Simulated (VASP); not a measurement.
Crystal: Mg2Sn.

```
CELL_PARAMETERS angstrom
0.00000 3.51513 3.51513
3.51513 0.00000 3.51513
3.51513 3.51513 0.00000
ATOMIC_POSITIONS crystal
Sn 0.00000 0.00000 0.00000
Mg 0.25000 0.25000 0.25000
Mg 0.75000 0.75000 0.75000
```

This cell differs from its parent crystal: strain +4.0%.

Base run:

```yaml
Program: VASP 6.6.1
Functional: PBE
Potentials_or_basis: VASP PAW PBE potentials, release 64 (Sn_d, Mg)
Cutoff: 600 eV
k_mesh: 6 × 6 × 6
Occupations: fermi-dirac, width 0.02 eV
Spin: no spin polarisation
```

Its results: band gap on the k mesh zero (band 9 reaches 3.50 eV, above the bottom of band 10 at 3.16 eV); pressure -3.2 GPa.

Task: The run is repeated on the same cell with these changes: functional from PBE to r2SCAN; cutoff from 600 eV to 660 eV. What comes out?

Result: Band gap on the k mesh zero (band 9 reaches 3.41 eV, above the bottom of band 10 at 3.38 eV); pressure -4.4 GPa.

Caveats: spin-orbit coupling is left out, which moves the levels of the heavy elements; the PAW data sets were made with another functional, which shifts forces and pressure a little (some runs).
